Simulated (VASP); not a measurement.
Wanted: the native input for a VASP 6.6.1 run.

| Quantity | Value |
| --- | --- |
| Task | single point |
| Functional | PBE |
| Potentials or basis | VASP PAW PBE potentials, release 64 (Mn_pv, Si) |
| Cutoff | 520 eV |
| k mesh | 10 × 10 × 10 |
| Occupations | fermi-dirac, width 0.05 eV |
| Spin | collinear spin, ferromagnetic start |
| Starting moments | [1.0, 1.0, 1.0, 1.0, 0.0, 0.0, 0.0, 0.0] μB |
| Dipole correction | no |
| Further INCAR settings | ALGO = Normal; EDIFF = 1e-07; NBANDS = 48 |

The structure of MnSi lies in POSCAR:

```
MnSi
1.0
    4.5580000000      0.0000000000      0.0000000000
    0.0000000000      4.5580000000      0.0000000000
    0.0000000000      0.0000000000      4.5580000000
Mn Si
4 4
Direct
    0.1355821091      0.1355821091      0.1355821091
    0.6355821091      0.3644178909      0.8644178909
    0.8644178909      0.6355821091      0.3644178909
    0.3644178909      0.8644178909      0.6355821091
    0.8448636451      0.8448636451      0.8448636451
    1.3448636451     -0.3448636451      0.1551363549
    0.1551363549      1.3448636451     -0.3448636451
   -0.3448636451      0.1551363549      1.3448636451
```

These files were run (other wordings do the same):

INCAR

```
PREC = Accurate
ENCUT = 520
EDIFF = 1E-7
ISMEAR = -1
SIGMA = 0.05
LREAL = False
LASPH = True
NELM = 150
ALGO = Normal
ISIF = 2
LWAVE = False
LCHARG = False
ISPIN = 2
MAGMOM = 1 1 1 1 0 0 0 0
LORBIT = 11
LMAXMIX = 4
GGA = PE
NBANDS = 48
KPAR = 4
```

KPOINTS

```
regular mesh
0
Gamma
  10 10 10
```

Potentials or basis: VASP PAW PBE potentials, release 64 (Mn_pv, Si).

Launch:

```console
$ cat potpaw_PBE.64/Mn_pv/POTCAR potpaw_PBE.64/Si/POTCAR > POTCAR
$ mpirun -np 4 vasp_std > vasp.out
```

Results of the run:

```
Pressure                                              : -5.2 GPa
Largest force                                         : 0.013 eV/Å
Band gap on the k mesh                                : zero (filled and empty bands overlap)
Net moment                                            : 3.96 μB per cell
Site moments                                          : Mn +1.06; Si -0.05 μB
Valence electrons inside the program's atomic spheres : Mn 11.96; Si 1.63
```

Caveat: the cell stands under tension.

It took 4.6 min on 4 MPI ranks on Oxide Virtual Turin-like Processor (shared host), peak memory 0.54 GiB a rank.
